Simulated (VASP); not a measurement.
La3Zr, 4 atoms in the cell. Symmetry: Fm-3m, No. 225, cubic system. Conventional cell: a = 8.034 Å, b = 8.034 Å, c = 8.034 Å, α = 90.00°, β = 90.00°, γ = 90.00°. Within 4.6 Å of La (site symmetry -43m) lie 10 La at 3.48 to 4.02 Å and 4 Zr at 3.48 Å. Within 4.6 Å of La (site symmetry m-3m) lie 8 La at 3.48 Å and 6 Zr at 4.02 Å. Zr (site symmetry m-3m) has 14 La at 3.48 to 4.02 Å within 4.6 Å. The cell was generated, and may not be a known phase.

* Program: VASP 6.6.1
* Task: single point
* Functional: PBE
* Potentials or basis: VASP PAW PBE potentials, release 64 (La, Zr_sv)
* Cutoff: 520 eV
* k mesh: 10 × 10 × 10
* Occupations: gaussian, width 0.1 eV
* Spin: collinear spin
* Starting moments: [0.0, 0.0, 0.0, 0.44] μB
* Dipole correction: no
* Further INCAR settings: ALGO = Normal; EDIFF = 1e-06; NBANDS = 34

Potentials or basis: VASP PAW PBE potentials, release 64 (La, Zr_sv).

Run with:

```console
$ cat potpaw_PBE.64/La/POTCAR potpaw_PBE.64/Zr_sv/POTCAR > POTCAR
$ mpirun -np 1 vasp_std > vasp.out
```

Hardware: 1 thread of Intel Xeon 8259CL, on a shared host.

Task: Estimate the wall time of this run.

Result: Run time: 36 min on 1 thread of Intel Xeon 8259CL (shared host), peak memory 0.55 GiB. Counts: scf iterations 26, k points 47.
